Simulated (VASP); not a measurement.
# CuP6 (P1) in VASP: single point with PBE

Aim: the single point of CuP6 with PBE.

All numbers are computed with VASP 6.6.1; they aren't measurements. Logs are shortened: lines on timing, memory, paths and dates and some standing lists are left out, and cuts for length are marked.

## Step 1: The cell of the first run

The typed cell holds 7 atoms: a = 5.403 Å, b = 5.423 Å, c = 5.703 Å, α = 116.44°, β = 92.88°, γ = 94.50°.

## Step 2: Single point, PBE

INCAR

```
SYSTEM = CuP6
PREC = Accurate
ENCUT = 820
EDIFF = 1E-6
ISMEAR = 0
SIGMA = 0.1
LREAL = .False.
LASPH = .True.
NELM = 120
ALGO = Normal
ISIF = 2
LWAVE = .False.
LCHARG = .False.
GGA = PE
NBANDS = 34
GGA_COMPAT = .False.
```

KPOINTS

```
regular mesh
0
Gamma
  4 4 4
  0 0 0
```

POSCAR

```
CuP6
1.0
    5.4029475994      0.0000000000      0.0000000000
   -0.4251028052      5.4067760230      0.0000000000
   -0.2870108451     -2.5697698941      5.0828952709
Cu P
1 6
Direct
    0.0224976646      0.7711364519      0.7169098862
    0.1883038624      0.5364329153      0.9201081114
    0.5789461328      0.6771105708      0.8544918560
    0.7322522880      0.2985394312      0.8271769593
    0.6537425120      0.6125313501      0.4486024035
    0.5189122757      0.9831292953      0.4414920371
    0.3053452644      0.1211199855      0.7912187465
```

Potentials or basis: VASP PAW PBE potentials, release 64 (Cu_sv_GW, P).

The run is started by

```
$ cat potpaw_PBE.64/Cu_sv_GW/POTCAR potpaw_PBE.64/P/POTCAR > POTCAR
$ mpirun -np 1 vasp_std > vasp.out
```

OUTCAR:

```text
SYSTEM = CuP6
   PREC = Accurate
   ENCUT = 820
   EDIFF = 1E-6
   ISMEAR = 0
   LREAL = .False.
   LASPH = .True.
   NELM = 120
   ISIF = 2
   GGA = PE

 ion  position               nearest neighbor table
   1  0.022  0.771  0.717-   7 2.21   2 2.27   5 2.30   3 2.64
   2  0.188  0.536  0.920-   7 2.19   1 2.27   3 2.29   4 2.60
   3  0.579  0.677  0.854-   4 2.22   5 2.24   2 2.29   1 2.64
   4  0.732  0.299  0.827-   3 2.22   6 2.28   7 2.39   2 2.60
   5  0.654  0.613  0.449-   6 2.21   3 2.24   1 2.30
   6  0.519  0.983  0.441-   5 2.21   7 2.22   4 2.28
   7  0.305  0.121  0.791-   2 2.19   1 2.21   6 2.22   4 2.39

  LATTYP: Found a triclinic cell.
 ALAT       =     7.9498049335
 B/A-ratio  =     1.3788947842
 C/A-ratio  =     0.7376821948
 COS(alpha) =     0.0115039104
 COS(beta)  =     0.4180361059
 COS(gamma) =     0.8654607528

  Lattice vectors:

 A1 = (   5.8280504046,  -5.4067760230,   0.0000000000)
 A2 = (   5.5410395595,  -7.9765459171,   5.0828952709)
 A3 = (   0.7121136503,  -2.8370061289,  -5.0828952709)

Analysis of symmetry for initial positions (statically):
=====================================================================
 Subroutine PRICEL returns:
 Original cell was already a primitive cell.

 Routine SETGRP: Setting up the symmetry group for a
 triclinic supercell.

 Subroutine GETGRP returns: Found  1 space group operations
 (whereof  1 operations were pure point group operations)
 out of a pool of  2 trial point group operations.

The static configuration has the point symmetry C_1 .

Analysis of symmetry for dynamics (positions and initial velocities):
=====================================================================
 Subroutine PRICEL returns:
 Original cell was already a primitive cell.

 Routine SETGRP: Setting up the symmetry group for a
 triclinic supercell.

 Subroutine GETGRP returns: Found  1 space group operations
 (whereof  1 operations were pure point group operations)
 out of a pool of  2 trial point group operations.

The dynamic configuration has the point symmetry C_1 .

 Subroutine INISYM returns: Found  1 space group operations
 (whereof  1 operations are pure point group operations),
 and found     1 'primitive' translations

----------------------------------------------------------------------------------------

                                     Primitive cell

  volume of cell :     148.4842

  direct lattice vectors                    reciprocal lattice vectors
     5.402947599  0.000000000  0.000000000     0.185084157  0.014552072  0.017808086
    -0.425102805  5.406776023  0.000000000     0.000000000  0.184953103  0.093507123
    -0.287010845 -2.569769894  5.082895271     0.000000000  0.000000000  0.196738266

  length of vectors
     5.402947599  5.423461935  5.702799038     0.186507468  0.207246791  0.196738266

  position of ions in fractional coordinates (direct lattice)
     0.022497665  0.771136452  0.716909886
     0.188303862  0.536432915  0.920108111
     0.578946133  0.677110571  0.854491856
     0.732252288  0.298539431  0.827176959
     0.653742512  0.612531350  0.448602403
     0.518912276  0.983129295  0.441492037
     0.305345264  0.121119986  0.791218747

  ion indices of the primitive-cell ions
   primitive index   ion index
                 1           1
                 2           2
                 3           3
                 4           4
                 5           5
                 6           6
                 7           7

----------------------------------------------------------------------------------------

 KPOINTS: regular mesh

Automatic generation of k-mesh.
 Grid dimensions read from file:
 generate k-points for:    4    4    4

 Generating k-lattice:

  Cartesian coordinates                     Fractional coordinates (reciprocal lattice)
     0.046271039  0.003638018  0.004452022     0.250000000  0.000000000  0.000000000
     0.000000000  0.046238276  0.023376781     0.000000000  0.250000000  0.000000000
     0.000000000  0.000000000  0.049184566     0.000000000  0.000000000  0.250000000

  Length of vectors
     0.046626867  0.051811698  0.049184566

  Shift w.r.t. Gamma in fractional coordinates (k-lattice)
     0.000000000  0.000000000  0.000000000

 Subroutine IBZKPT returns following result:
 ===========================================

 Found     36 irreducible k-points:

 Following reciprocal coordinates:
            Coordinates               Weight
  0.000000  0.000000  0.000000      1.000000
  0.250000 -0.000000  0.000000      2.000000
  0.500000 -0.000000  0.000000      1.000000
  0.000000  0.250000  0.000000      2.000000
  0.250000  0.250000  0.000000      2.000000
  0.500000  0.250000  0.000000      2.000000
[... 16 lines left out ...]
  0.000000 -0.250000  0.250000      2.000000
  0.250000 -0.250000  0.250000      2.000000
 [... further k-points ...]
   k-points           NKPTS =     36   k-points in BZ     NKDIM =     36   number of bands    NBANDS=     34
   number of dos      NEDOS =    301   number of ions     NIONS =      7
   total plane-waves  NPLWV = 145800
   dimension x,y,z NGX =    50 NGY =   54 NGZ =   54
   dimension x,y,z NGXF=   100 NGYF=  108 NGZF=  108
   ions per type =               1   6
   NGX,Y,Z   is equivalent  to a cutoff of  15.38, 16.55, 15.74 a.u.
   NGXF,Y,Z  is equivalent  to a cutoff of  30.77, 33.11, 31.48 a.u.
 SYSTEM =  CuP6
   PREC   = accura    normal or accurate (medium, high low for compatibility)
   ISTART =      0    job   : 0-new  1-cont  2-samecut
   ICHARG =      2    charge: 1-file 2-atom 10-const
   ISPIN  =      1    spin polarized calculation?
   LNONCOLLINEAR =      F non collinear calculations
   LSORBIT =      F    spin-orbit coupling
   LASPH  =      T    aspherical Exc in radial PAW
   ENCUT  =  820.0 eV  60.27 Ry    7.76 a.u.  12.62 12.66 13.32*2*pi/ulx,y,z
   NELM   =    120;   NELMIN=  2; NELMDL= -5     # of ELM steps
   EDIFF  = 0.1E-05   stopping-criterion for ELM
   LREAL  =      F    real-space projection
   EDIFFG = 0.1E-04   stopping-criterion for IOM
   NSW    =      0    number of steps for IOM
   IBRION =     -1    ionic relax: 0-MD 1-quasi-New 2-CG
   NFREE  =      0    steps in history (QN), initial steepest desc. (CG)
   ISIF   =      2    stress and relaxation
   ISYM   =      2    0-nonsym 1-usesym 2-fastsym
   POTIM  = 0.5000    time-step for ionic-motion
   TEBEG  =    0.0;   TEEND  =   0.0 temperature during run
   PSTRESS=    0.0 pullay stress
   NELECT =      49.0000    total number of electrons
   NUPDOWN=      -1.0000    fix difference up-down
   EMIN   =  10.00;   EMAX   =-10.00  energy-range for DOS
   EFERMI =   0.00;   METHOD = LEGACY
   ISMEAR =     0;   SIGMA  =   0.10  broadening in eV -4-tet -1-fermi 0-gaus
   EFERMI_NEDOS =   21; number of points for ismear=-14 and -15
   IALGO  =     38    algorithm
   IMIX   =      4    mixing-type and parameters
     AMIX     =   0.40;   BMIX     =  1.00
     AMIX_MAG =   1.60;   BMIX_MAG =  1.00
  volume/ion in A,a.u.               =      21.21       143.15
  Fermi-wavevector in a.u.,A,eV,Ry     =   1.131306  2.137858 17.413461  1.279853
  Thomas-Fermi vector in A             =   2.268005
   LORBIT       =      0    0 simple, 1 ext, 2 COOP (PROOUT), +10 PAW based schemes
   GGA     = PE    functional components
   LHFCALC =     F    Hartree Fock is set to
   AEXX    =    0.0000 exact exchange contribution
   IVDW    =     0    specifies the selected vdW correction
   LEPSILON=     F    determine dielectric tensor
   LRPA    =     F    only Hartree local field effects (RPA)
 non-spin polarized calculation
 Gauss-broadening in eV      SIGMA  =   0.10
  energy-cutoff  :      820.00
  volume of cell :      148.48
 maximum number of plane-waves:      7940
   NGX = 25   NGY = 25   NGZ = 27

 number of electron      49.0000006 magnetization

 Free energy of the ion-electron system (eV)
  ---------------------------------------------------
  ext. energy  EPLUGINS =         0.00000000
  ---------------------------------------------------
  free energy    TOTEN  =       -34.39145850 eV

  energy without entropy =      -34.37579367  energy(sigma->0) =      -34.38362608

 E-fermi :   4.4023     XC(G=0):  -9.1366

 val. band max:        4.3941782876   @ k =   0.0000   0.5000   0.0000
 cond. band min:       4.4241357637   @ k =   0.2500  -0.0000   0.2500
 fundamental gap:      0.0299574760
 Fermi energy:         4.4023059775

 k-point     1 :       0.0000    0.0000    0.0000
  band No.  band energies     occupation
      1    -108.2610      2.00000
      2     -65.7527      2.00000
      3     -65.6938      2.00000
      4     -65.4765      2.00000
      5     -10.5409      2.00000
      6      -7.0747      2.00000
[... 26 lines left out ...]
     33       9.4851      0.00000
     34      10.2232      0.00000

 k-point     2 :       0.2500   -0.0000    0.0000
  band No.  band energies     occupation
      1    -108.2610      2.00000
      2     -65.7527      2.00000
      3     -65.6938      2.00000
      4     -65.4765      2.00000
      5     -10.4064      2.00000
      6      -7.4122      2.00000
[... 26 lines left out ...]
     33       9.5334      0.00000
     34      10.5011      0.00000

 k-point     3 :       0.5000   -0.0000    0.0000
  band No.  band energies     occupation
      1    -108.2610      2.00000
      2     -65.7526      2.00000
      3     -65.6938      2.00000
      4     -65.4765      2.00000
      5     -10.2421      2.00000
      6      -7.8068      2.00000
[... 26 lines left out ...]
     33       9.5632      0.00000
     34      10.2465      0.00000
[... 704 lines left out ...]
 k-point    23 :       0.0000   -0.2500    0.2500
  band No.  band energies     occupation
      1    -108.2610      2.00000
      2     -65.7527      2.00000
      3     -65.6938      2.00000
      4     -65.4765      2.00000
      5     -10.3233      2.00000
      6      -7.8975      2.00000
[... 26 lines left out ...]
     33       9.4526      0.00000
     34      10.1750      0.00000

 k-point    24 :       0.2500   -0.2500    0.2500
  band No.  band energies     occupation
      1    -108.2610      2.00000
      2     -65.7527      2.00000
      3     -65.6938      2.00000
      4     -65.4765      2.00000
      5     -10.1974      2.00000
      6      -7.8747      2.00000
[... 26 lines left out ...]
     33       9.4249      0.00000
     34      10.3286      0.00000

 [... further k-points ...]

------------------------ aborting loop because EDIFF is reached ----------------------------------------

  FORCE on cell =-STRESS in cart. coord.  units (eV):
  Direction    XX          YY          ZZ          XY          YZ          ZX
  --------------------------------------------------------------------------------------
  -------------------------------------------------------------------------------------
  Total        0.1787800      1.1905923      0.6787543      0.1423543     -0.0822532      0.0690996
  in kB        1.9290751     12.8467522      7.3239082      1.5360344     -0.8875305      0.7456004
  external PRESSURE =       7.3665785 kB  Pullay stress =       0.0000000 kB

 VOLUME and BASIS-vectors are now :
 -----------------------------------------------------------------------------
  energy-cutoff  :      820.00
  volume of cell :      148.48
      direct lattice vectors                 reciprocal lattice vectors
     5.402947599  0.000000000  0.000000000     0.185084157  0.014552072  0.017808086
    -0.425102805  5.406776023  0.000000000     0.000000000  0.184953103  0.093507123
    -0.287010845 -2.569769894  5.082895271     0.000000000  0.000000000  0.196738266

 POSITION                                       TOTAL-FORCE (eV/Angst)
 -----------------------------------------------------------------------------------
     -0.41202      2.32707      3.64398        -0.321873     -0.070980     -0.164112
      0.52528      0.53591      4.67681         0.434806     -0.116392     -0.050900
      2.59493      1.46514      4.34329         0.034414     -0.029595     -0.181456
      3.59200     -0.51152      4.20445        -0.355192     -0.182457      0.037300
      3.14299      2.15901      2.28020        -0.017792     -0.116706      0.364516
      2.25901      4.18103      2.24406         0.237828      0.359154     -0.241323
      1.37119     -1.37838      4.02168        -0.012191      0.156978      0.235975
 -----------------------------------------------------------------------------------
    total drift:                               -0.000888      0.000305      0.001065

  FREE ENERGIE OF THE ION-ELECTRON SYSTEM (eV)
  ---------------------------------------------------
  free  energy   TOTEN  =       -34.3914585024 eV

  energy  without entropy=      -34.3757936660  energy(sigma->0) =      -34.38362608
```

Wall time 5.5 min (1 thread of Intel Xeon 6975P-C (Granite Rapids), shared host); peak memory 0.58 GiB.

What came out:

| Property | Result |
| --- | --- |
| Free energy | -34.3915 eV |
| Pressure | 0.7 GPa |
| Largest force | 0.494 eV/Å |
| Band gap on the k mesh | zero (an odd number of electrons rules out a gap without spin polarisation) |

Forces on the atoms (eV/Å):
```
Cu  -0.322 -0.071 -0.164
P    0.435 -0.116 -0.051
P    0.034 -0.030 -0.181
P   -0.355 -0.182  0.037
P   -0.018 -0.117  0.365
P    0.238  0.359 -0.241
P   -0.012  0.157  0.236
```

Caveat: an odd number of electrons without spin polarisation forces a metal; a magnetic or distorted state may lie lower.

The gap in the log of VASP goes by the Fermi energy; the results here count the filled bands.